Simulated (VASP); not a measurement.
# Sc2AlAs3 (P6/mmm) in VASP: further runs

Sc2AlAs3 is run at these levels: PBE; tasks: relaxation of cell and atoms, single point.

Everything below comes from runs of VASP 6.6.1. Logs are shortened: lines on timing, memory, paths and dates and some standing lists are left out, and cuts for length are marked.

## 1. The cell of the first run

The structure is hexagonal, space group P6/mmm (No. 191). Conventional cell: a = 5.078 Å, b = 5.078 Å, c = 5.549 Å, α = 90.00°, β = 90.00°, γ = 120.00°. Sc (site symmetry -6m2) has 5 As at 2.77 to 2.93 Å and 3 Sc at 2.93 Å within 3.7 Å. Within 3.7 Å of Al (site symmetry 6/mmm) lie 8 As at 2.77 to 2.93 Å. As (site symmetry -6m2) has 2 Sc at 2.77 Å and 3 As at 2.93 Å and 3 Al at 2.93 Å within 3.7 Å. Within 3.7 Å of As (site symmetry 6/mmm) lie 2 Al at 2.77 Å and 6 Sc at 2.93 Å.

The cell was generated, and may not be a known phase.

## 2. Relaxation of cell and atoms, PBE

INCAR reads:

```
ALGO = Normal
EDIFF = 1E-6
EDIFFG = -0.04
ENCUT = 600
GGA = PE
IBRION = 2
ISIF = 3
ISMEAR = 0
LASPH = True
LCHARG = False
LREAL = False
LWAVE = False
NELM = 80
NSW = 90
PREC = Accurate
SIGMA = 0.1
```

KPOINTS reads:

```
k-points
0
Gamma
  6 6 4
```

POSCAR reads:

```
Sc2AlAs3
1.0
    5.0776062200      0.0000000000      0.0000000000
   -2.5388031100      4.3973359700      0.0000000000
    0.0000000000      0.0000000000      5.5490417500
Sc Al As
2 1 3
Direct
    0.3333333300      0.6666666700      0.0000000000
    0.6666666700      0.3333333300      0.0000000000
    0.0000000000      0.0000000000      0.5000000000
    0.3333333300      0.6666666700      0.5000000000
    0.6666666700      0.3333333300      0.5000000000
    0.0000000000      0.0000000000      0.0000000000
```

Potentials or basis: VASP PAW PBE potentials, release 64 (Sc_sv, Al, As).

Launch:

```sh
cat potpaw_PBE.64/Sc_sv/POTCAR potpaw_PBE.64/Al/POTCAR potpaw_PBE.64/As/POTCAR > POTCAR
mpirun -np 1 vasp_std > vasp.out
```

OUTCAR:

```text
EDIFF = 1E-6
   EDIFFG = -0.04
   ENCUT = 600
   GGA = PE
   IBRION = 2
   ISIF = 3
   ISMEAR = 0
   LASPH = True
   LREAL = False
   NELM = 80
   NSW = 90
   PREC = Accurate

 ion  position               nearest neighbor table
   1  0.333  0.667  0.000-   4 2.77   4 2.77   2 2.93   6 2.93   2 2.93   6 2.93   6 2.93   2 2.93

   2  0.667  0.333  0.000-   5 2.77   5 2.77   1 2.93   1 2.93   6 2.93   6 2.93   6 2.93   1 2.93

   3  0.000  0.000  0.500-   6 2.77   6 2.77   4 2.93   5 2.93   4 2.93   5 2.93   5 2.93   4 2.93

   4  0.333  0.667  0.500-   1 2.77   1 2.77   3 2.93   3 2.93   3 2.93
   5  0.667  0.333  0.500-   2 2.77   2 2.77   3 2.93   3 2.93   3 2.93
   6  0.000  0.000  0.000-   3 2.77   3 2.77   1 2.93   2 2.93   1 2.93   2 2.93   2 2.93   1 2.93

  LATTYP: Found a hexagonal cell.
 ALAT       =     5.0776062200
 C/A-ratio  =     1.0928460203

  Lattice vectors:

 A1 = (   5.0776062200,   0.0000000000,   0.0000000000)
 A2 = (  -2.5388031100,   4.3973359700,   0.0000000000)
 A3 = (   0.0000000000,   0.0000000000,   5.5490417500)

Analysis of symmetry for initial positions (statically):
=====================================================================
 Subroutine PRICEL returns:
 Original cell was already a primitive cell.

 Routine SETGRP: Setting up the symmetry group for a
 hexagonal supercell.

 Subroutine GETGRP returns: Found 24 space group operations
 (whereof 24 operations were pure point group operations)
 out of a pool of 24 trial point group operations.

The static configuration has the point symmetry D_6h.

Analysis of symmetry for dynamics (positions and initial velocities):
=====================================================================
 Subroutine PRICEL returns:
 Original cell was already a primitive cell.

 Routine SETGRP: Setting up the symmetry group for a
 hexagonal supercell.

 Subroutine GETGRP returns: Found 24 space group operations
 (whereof 24 operations were pure point group operations)
 out of a pool of 24 trial point group operations.

The dynamic configuration has the point symmetry D_6h.

 Subroutine INISYM returns: Found 24 space group operations
 (whereof 24 operations are pure point group operations),
 and found     1 'primitive' translations

----------------------------------------------------------------------------------------

                                     Primitive cell

  volume of cell :     123.8987

  direct lattice vectors                    reciprocal lattice vectors
     5.077606220  0.000000000  0.000000000     0.196943197  0.113705208  0.000000000
    -2.538803110  4.397335970  0.000000000     0.000000000  0.227410415  0.000000000
     0.000000000  0.000000000  5.549041750     0.000000000  0.000000000  0.180211295

  length of vectors
     5.077606220  5.077606214  5.549041750     0.227410415  0.227410415  0.180211295

  position of ions in fractional coordinates (direct lattice)
     0.333333330  0.666666670  0.000000000
     0.666666670  0.333333330  0.000000000
     0.000000000  0.000000000  0.500000000
     0.333333330  0.666666670  0.500000000
     0.666666670  0.333333330  0.500000000
     0.000000000  0.000000000  0.000000000

  ion indices of the primitive-cell ions
   primitive index   ion index
                 1           1
                 2           2
                 3           3
                 4           4
                 5           5
                 6           6

----------------------------------------------------------------------------------------

 KPOINTS: k-points

Automatic generation of k-mesh.
 Grid dimensions read from file:
 generate k-points for:    6    6    4

 Generating k-lattice:

  Cartesian coordinates                     Fractional coordinates (reciprocal lattice)
     0.032823866  0.018950868  0.000000000     0.166666667 -0.000000000  0.000000000
     0.000000000  0.037901736  0.000000000     0.000000000  0.166666667  0.000000000
     0.000000000  0.000000000  0.045052824     0.000000000  0.000000000  0.250000000

  Length of vectors
     0.037901736  0.037901736  0.045052824

  Shift w.r.t. Gamma in fractional coordinates (k-lattice)
     0.000000000  0.000000000  0.000000000

 Subroutine IBZKPT returns following result:
 ===========================================

 Found     21 irreducible k-points:

 Following reciprocal coordinates:
            Coordinates               Weight
  0.000000  0.000000  0.000000      1.000000
  0.166667 -0.000000  0.000000      6.000000
  0.333333 -0.000000  0.000000      6.000000
  0.500000 -0.000000  0.000000      3.000000
  0.166667  0.166667  0.000000      6.000000
  0.333333  0.166667  0.000000     12.000000
[... 13 lines left out ...]
  0.333333  0.166667  0.500000     12.000000
  0.333333  0.333333  0.500000      2.000000
   k-points           NKPTS =     21   k-points in BZ     NKDIM =     21   number of bands    NBANDS=     24
   number of dos      NEDOS =    301   number of ions     NIONS =      6
   total plane-waves  NPLWV =  84672
   dimension x,y,z NGX =    42 NGY =   42 NGZ =   48
   dimension x,y,z NGXF=    84 NGYF=   84 NGZF=   96
   ions per type =               2   1   3
   NGX,Y,Z   is equivalent  to a cutoff of  13.75, 13.75, 14.38 a.u.
   NGXF,Y,Z  is equivalent  to a cutoff of  27.50, 27.50, 28.76 a.u.
 SYSTEM =  unknown system
   PREC   = accura    normal or accurate (medium, high low for compatibility)
   ISTART =      0    job   : 0-new  1-cont  2-samecut
   ICHARG =      2    charge: 1-file 2-atom 10-const
   ISPIN  =      1    spin polarized calculation?
   LNONCOLLINEAR =      F non collinear calculations
   LSORBIT =      F    spin-orbit coupling
   LASPH  =      T    aspherical Exc in radial PAW
   ENCUT  =  600.0 eV  44.10 Ry    6.64 a.u.  10.14 10.14 11.08*2*pi/ulx,y,z
   NELM   =     80;   NELMIN=  2; NELMDL= -5     # of ELM steps
   EDIFF  = 0.1E-05   stopping-criterion for ELM
   LREAL  =      F    real-space projection
   EDIFFG = -.4E-01   stopping-criterion for IOM
   NSW    =     90    number of steps for IOM
   IBRION =      2    ionic relax: 0-MD 1-quasi-New 2-CG
   NFREE  =      1    steps in history (QN), initial steepest desc. (CG)
   ISIF   =      3    stress and relaxation
   ISYM   =      2    0-nonsym 1-usesym 2-fastsym
   POTIM  = 0.5000    time-step for ionic-motion
   TEBEG  =    0.0;   TEEND  =   0.0 temperature during run
   PSTRESS=    0.0 pullay stress
   NELECT =      40.0000    total number of electrons
   NUPDOWN=      -1.0000    fix difference up-down
   EMIN   =  10.00;   EMAX   =-10.00  energy-range for DOS
   EFERMI =   0.00;   METHOD = LEGACY
   ISMEAR =     0;   SIGMA  =   0.10  broadening in eV -4-tet -1-fermi 0-gaus
   EFERMI_NEDOS =   21; number of points for ismear=-14 and -15
   IALGO  =     38    algorithm
   IMIX   =      4    mixing-type and parameters
     AMIX     =   0.40;   BMIX     =  1.00
     AMIX_MAG =   1.60;   BMIX_MAG =  1.00
  volume/ion in A,a.u.               =      20.65       139.35
  Fermi-wavevector in a.u.,A,eV,Ry     =   1.123068  2.122290 17.160771  1.261281
  Thomas-Fermi vector in A             =   2.259732
   LORBIT       =      0    0 simple, 1 ext, 2 COOP (PROOUT), +10 PAW based schemes
   GGA     = PE    functional components
   LHFCALC =     F    Hartree Fock is set to
   AEXX    =    0.0000 exact exchange contribution
   IVDW    =     0    specifies the selected vdW correction
   LEPSILON=     F    determine dielectric tensor
   LRPA    =     F    only Hartree local field effects (RPA)
 conjugate gradient relaxation of ions
 non-spin polarized calculation
 Gauss-broadening in eV      SIGMA  =   0.10
  energy-cutoff  :      600.00
  volume of cell :      123.90
 maximum number of plane-waves:      4176
 NGX is ok and might be reduce to    42
   NGX = 21   NGY = 21   NGZ = 23

--------------------------------------- Ionic step        1  -------------------------------------------

 number of electron      39.9999990 magnetization

 Free energy of the ion-electron system (eV)
  ---------------------------------------------------
  ext. energy  EPLUGINS =         0.00000000
  ---------------------------------------------------
  free energy    TOTEN  =       -31.89620118 eV

  energy without entropy =      -31.85389890  energy(sigma->0) =      -31.87505004

------------------------ aborting loop because EDIFF is reached ----------------------------------------

  FORCE on cell =-STRESS in cart. coord.  units (eV):
  Direction    XX          YY          ZZ          XY          YZ          ZX
  --------------------------------------------------------------------------------------
  -------------------------------------------------------------------------------------
  Total       -0.7420781     -0.7420781     -1.4816068      0.0000000      0.0000000      0.0000000
  in kB       -9.5960732     -9.5960732    -19.1591785      0.0000000      0.0000000      0.0000000
  external PRESSURE =     -12.7837750 kB  Pullay stress =       0.0000000 kB
[... 65 lines left out ...]
  energy  without entropy=      -31.8649813198  energy(sigma->0) =      -31.88572391

--------------------------------------- Ionic step        3  -------------------------------------------

 number of electron      39.9999997 magnetization

 Free energy of the ion-electron system (eV)
  ---------------------------------------------------
  ext. energy  EPLUGINS =         0.00000000
  ---------------------------------------------------
  free energy    TOTEN  =       -31.90705851 eV

  energy without entropy =      -31.86528019  energy(sigma->0) =      -31.88616935

 E-fermi :   5.7487     XC(G=0): -10.2854

 val. band max:        5.7467424749   @ k =   0.1667  -0.0000   0.2500
 cond. band min:       5.7594352135   @ k =   0.1667   0.1667   0.0000
 fundamental gap:      0.0126927386
 Fermi energy:         5.7486666192

 k-point     1 :       0.0000    0.0000    0.0000
  band No.  band energies     occupation
      1     -44.1554      2.00000
      2     -44.0433      2.00000
      3     -22.9960      2.00000
      4     -22.9960      2.00000
      5     -22.7822      2.00000
      6     -22.6785      2.00000
[... 589 lines left out ...]
  FREE ENERGIE OF THE ION-ELECTRON SYSTEM (eV)
  ---------------------------------------------------
  free  energy   TOTEN  =       -31.9070585109 eV

  energy  without entropy=      -31.8652801892  energy(sigma->0) =      -31.88616935

 reached required accuracy - stopping structural energy minimisation
```

Wall time 2.5 min (1 thread of Intel Xeon Platinum 8488C (Sapphire Rapids), shared host); peak memory 0.33 GiB.

What came out:

| Item | Value |
| --- | --- |
| Free energy | -31.9071 eV |
| Relaxed volume | 20.25 Å³/atom |
| Relaxed cell | a = 5.053 Å, b = 5.053 Å, c = 5.495 Å, α = 90.00°, β = 90.00°, γ = 120.00° |
| Space group after relaxing (to 0.1 Å) | P6/mmm (No. 191) |
| Energy gained by relaxing | 1.8 meV/atom |
| Ionic steps | 3 |
| Pressure after relaxing | 0.0 GPa |
| Band gap on the k mesh | zero (bands 20 and 21 overlap by 0.50 eV) |

Stress tensor (GPa, compression positive):
```
 0.14  0.00  0.00
 0.00  0.14  0.00
 0.00  0.00 -0.13
```

Step by step:
```csv
step,energy change (eV),largest force (eV/Å),pressure (GPa),volume (Å³)
1,0.0000,0.0000,-1.28,123.90
2,-0.0103,0.0000,0.37,120.97
3,-0.0109,0.0000,0.05,121.51
```

Final structure:
```
CELL_PARAMETERS angstrom
5.05300 0.00000 0.00000
-2.52650 4.37603 0.00000
0.00000 0.00000 5.49536
ATOMIC_POSITIONS crystal
Sc 0.33333 0.66667 0.00000
Sc 0.66667 0.33333 0.00000
Al 0.00000 0.00000 0.50000
As 0.33333 0.66667 0.50000
As 0.66667 0.33333 0.50000
As 0.00000 0.00000 0.00000
```

(Part 1 of 2 ends here.)
